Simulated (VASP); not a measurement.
Set up this calculation in VASP 6.6.1, as the native input.

| Item | Value |
| --- | --- |
| Task | single point |
| Functional | PBE0 |
| Potentials or basis | VASP PAW PBE potentials, release 64 (Ta_sv_GW) |
| Cutoff | 400 eV |
| k mesh | 6 × 6 × 3 |
| Occupations | fermi-dirac, width 0.05 eV |
| Spin | no spin polarisation |
| Dipole correction | no |
| Grid for exact exchange (PRECFOCK) | Normal |
| Further INCAR settings | ALGO = Normal; EDIFF = 1e-06; NBANDS = 20 |
| Share of exact exchange | 0.25 |

Crystal: Ta.

```
CELL_PARAMETERS angstrom
2.90037 0.00000 0.00000
-1.45019 2.51180 0.00000
0.00000 0.00000 5.16627
ATOMIC_POSITIONS crystal
Ta 0.33333 0.66667 0.25000
Ta 0.66667 0.33333 0.75000
```

This isn't the form of Ta at room conditions, which is bcc.

The input as run:

POSCAR

```
Ta
1.0
    2.9003720726      0.0000000000      0.0000000000
   -1.4501860363      2.5117958953      0.0000000000
    0.0000000000      0.0000000000      5.1662740000
Ta
2
Direct
    0.3333333333      0.6666666667      0.2500000000
    0.6666666667      0.3333333333      0.7500000000
```

INCAR.step1

```
SYSTEM = Ta
ALGO = Normal
EDIFF = 1E-5
ENCUT = 400
GGA = PE
GGA_COMPAT = .False.
ISIF = 2
ISMEAR = -1
LASPH = .True.
LCHARG = .False.
LREAL = .False.
LWAVE = .True.
NBANDS = 20
NELM = 120
PREC = Accurate
SIGMA = 0.05
```

INCAR.step2

```
SYSTEM = Ta
AEXX = 0.25
ALGO = Normal
EDIFF = 1E-6
ENCUT = 400
GGA = PE
GGA_COMPAT = .False.
ISIF = 2
ISMEAR = -1
ISTART = 1
LASPH = .True.
LCHARG = .False.
LHFCALC = .True.
LREAL = .False.
LWAVE = .False.
NBANDS = 20
NELM = 120
PREC = Accurate
PRECFOCK = Normal
SIGMA = 0.05
```

KPOINTS

```
k-points
0
Gamma
  6 6 3
  0 0 0
```

Potentials or basis: VASP PAW PBE potentials, release 64 (Ta_sv_GW).

Command:

```console
$ cat potpaw_PBE.64/Ta_sv_GW/POTCAR > POTCAR
$ cp INCAR.step1 INCAR
$ mpirun -np 1 vasp_std > vasp.out
$ cp INCAR.step2 INCAR
$ mpirun -np 1 vasp_std > vasp.out
```

Results of the run:

The pressure is -8.0 GPa. The band gap on the k mesh is zero (bands 13 and 14 overlap by 2.46 eV).

Caveat: the k points lie up to 0.42 Å⁻¹ apart, too coarse for converged energies and pressures of a metal; the PAW data sets were made with another functional, which shifts forces and pressure a little; spin-orbit coupling is left out, which moves the levels of the heavy elements.

Wall time 31 min on 1 thread of Intel(R) Xeon(R) Platinum 8259CL CPU @ 2.50GHz (Skylake/Cascade Lake) (shared host), peak memory 0.15 GiB.
